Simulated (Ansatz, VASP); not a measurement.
## One calculation of CsBi3, two programs

```
CELL_PARAMETERS angstrom
5.24628 0.00000 0.00000
0.00000 5.24628 0.00000
0.00000 0.00000 5.24628
ATOMIC_POSITIONS crystal
Cs 0.00000 0.00000 0.00000
Bi 0.00000 0.50000 0.50000
Bi 0.50000 0.00000 0.50000
Bi 0.50000 0.50000 0.00000
```

Alike in both runs: task relaxation of cell and atoms; functional PBE; k mesh 10 × 10 × 10; occupations gaussian, width 0.1 eV; no spin polarisation.

|  | VASP | Ansatz |
| --- | --- | --- |
| version | VASP 6.6.1 | Ansatz 0.2.0 |
| potentials or method | VASP PAW PBE potentials, release 64 (Cs_sv, Bi_d), cutoff 600 eV | scalar-relativistic, plane waves, PAW |
| valence electrons in the cell | 54 | 54 |

```csv
,VASP,Ansatz,Ansatz less VASP
"gap on the k mesh at the Fermi level, each at its own relaxed structure (eV)",none,none,-
relaxed volume (Å³/atom),36.16,36.10,-0.057
relaxed length of the cell vector where the two differ most in proportion (Å),5.249,5.246,-0.0028
```

A gap of «none» marks a metal or a gap that the smearing closes.

Spin-orbit coupling is off throughout.
